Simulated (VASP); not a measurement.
Write the native input for VASP 6.6.1 that does the following.

```
Task                   : single point
Functional             : PBE
Potentials or basis    : VASP PAW PBE potentials, release 64 (Ga_d, N)
Cutoff                 : 520 eV
k mesh                 : 8 × 8 × 8
Occupations            : gaussian, width 0.01 eV
Spin                   : no spin polarisation
Dipole correction      : no
Further INCAR settings : ALGO = Normal; EDIFF = 1e-06; NBANDS = 16
```

The structure of GaN lies in POSCAR:

```
GaN
1.0
    0.0000000000      2.1340290692      2.1340290692
    2.1340290692      0.0000000000      2.1340290692
    2.1340290692      2.1340290692      0.0000000000
Ga N
1 1
Direct
    0.5000000000      0.5000000000      0.5000000000
    0.0000000000      0.0000000000      0.0000000000
```

One way to write it, as run:

INCAR

```
PREC = Accurate
ENCUT = 520
EDIFF = 1E-6
ISMEAR = 0
SIGMA = 0.01
LREAL = F
LASPH = T
NELM = 80
ALGO = Normal
ISIF = 2
LWAVE = F
LCHARG = T
GGA = PE
LELF = T
LVHAR = T
NBANDS = 16
```

KPOINTS

```
regular mesh
0
Gamma
  8 8 8
```

Potentials or basis: VASP PAW PBE potentials, release 64 (Ga_d, N).

Command:

```sh
$ cat potpaw_PBE.64/Ga_d/POTCAR potpaw_PBE.64/N/POTCAR > POTCAR
$ mpirun -np 1 vasp_std > vasp.out
```

Results of the run:

```json
{"Pressure": "0.7 GPa", "Band gap on the k mesh": "0.43 eV, indirect (least direct gap 2.38 eV)"}
```

Wall time 23 s on 1 thread of AMD EPYC 7R13, on a shared host, peak memory 0.11 GiB.
